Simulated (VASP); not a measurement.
Wanted: the native input for a VASP 6.6.1 run.

* Task: single point
* Functional: PBE
* Potentials or basis: VASP PAW PBE potentials, release 64 (Zn, O)
* Cutoff: 600 eV
* k mesh: 12 × 12 × 8
* Occupations: gaussian, width 0.05 eV
* Spin: no spin polarisation
* Dipole correction: no
* Further INCAR settings: ALGO = Normal; EDIFF = 1e-06; NBANDS = 26

The structure of ZnO lies in POSCAR:

```
ZnO
1.0
    3.2794401034      0.0000000000      0.0000000000
   -1.6397200517      2.8400784397      0.0000000000
    0.0000000000      0.0000000000      5.2934578245
Zn O
2 2
Direct
    0.3333333333      0.6666666667      0.0015089686
    0.6666666667      0.3333333333      0.5015089686
    0.3333333333      0.6666666667      0.3805910314
    0.6666666667      0.3333333333      0.8805910314
```

These files were run (other wordings do the same):

INCAR

```
SYSTEM = ZnO
PREC = Accurate
ENCUT = 600
EDIFF = 1E-6
ISMEAR = 0
SIGMA = 0.05
LREAL = .FALSE.
LASPH = .TRUE.
NELM = 120
ALGO = Normal
ISIF = 2
LWAVE = .FALSE.
LCHARG = .FALSE.
GGA = PE
NBANDS = 26
GGA_COMPAT = .FALSE.
```

KPOINTS

```
Automatic mesh
0
G
  12 12 8
  0 0 0
```

Potentials or basis: VASP PAW PBE potentials, release 64 (Zn, O).

Command:

```bash
$ cat potpaw_PBE.64/Zn/POTCAR potpaw_PBE.64/O/POTCAR > POTCAR
$ mpirun -np 1 vasp_std > vasp.out
```

Results of the run:

```yaml
Pressure: 0.7 GPa
Band_gap_on_the_k_mesh: 0.73 eV
```

It took 3.4 min on 1 thread of Intel Xeon 8259CL (shared host), peak memory 0.26 GiB.
